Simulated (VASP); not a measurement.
Input of a VASP 6.6.1 run:

POSCAR

```
BaTiO3
1.0
    3.9940965264      0.0000000000      0.0000000000
    0.0000000000      3.9940965264      0.0000000000
    0.0000000000      0.0000000000      3.9940965264
Ba Ti O
1 1 3
Direct
    0.0000000000      0.0000000000      0.0000000000
    0.5000000000      0.5000000000      0.5000000000
    0.5000000000      0.5000000000      0.0000000000
    0.5000000000      0.0000000000      0.5000000000
    0.0000000000      0.5000000000      0.5000000000
```

Contents of INCAR.step1:

```
PREC     = Accurate       # precision mode
ENCUT    = 1480           # plane-wave cutoff, eV
ISMEAR   = 0              # smearing method
SIGMA    = 0.01           # smearing width, eV
LREAL    = False          # projectors in reciprocal space
LASPH    = True           # aspherical terms in the spheres
NELM     = 120            # most SCF steps
NBANDS   = 28             # bands
GGA      = PE             # functional
ALGO     = Normal         # electronic algorithm
EDIFF    = 1E-5           # SCF threshold, eV
LWAVE    = True           # write WAVECAR
LCHARG   = False          # write CHGCAR
GGA_COMPAT= False
```

INCAR.step2

```
PREC     = Accurate       # precision mode
ENCUT    = 1480           # plane-wave cutoff, eV
EDIFF    = 1E-6           # SCF threshold, eV
ISMEAR   = 0              # smearing method
SIGMA    = 0.01           # smearing width, eV
LREAL    = False          # projectors in reciprocal space
LASPH    = True           # aspherical terms in the spheres
NELM     = 120            # most SCF steps
ALGO     = Normal         # electronic algorithm
ISIF     = 2              # what is computed and relaxed
LWAVE    = False          # write WAVECAR
LCHARG   = False          # write CHGCAR
METAGGA  = R2SCAN         # meta-GGA
LMIXTAU  = True         
NBANDS   = 28             # bands
ISTART   = 1            
GGA_COMPAT= False
```

KPOINTS

```
Automatic mesh
0
Gamma
  6 6 6
```

Potentials or basis: VASP PAW PBE potentials, release 64 (Ba_sv, Ti_sv, O_h).

Launch:

```console
$ cat potpaw_PBE.64/Ba_sv/POTCAR potpaw_PBE.64/Ti_sv/POTCAR potpaw_PBE.64/O_h/POTCAR > POTCAR
$ cp INCAR.step1 INCAR
$ mpirun -np 1 vasp_std > vasp.out
$ cp INCAR.step2 INCAR
$ mpirun -np 1 vasp_std > vasp.out
```

What does it give for the band gap on the k mesh?

2.16 eV (least direct gap 2.30 eV).

Predict the pressure.

1.7 GPa.

Caveat: the PAW data sets were made with another functional, which shifts forces and pressure a little; spin-orbit coupling is left out, which moves the levels of the heavy elements. A k mesh can miss the band edges.
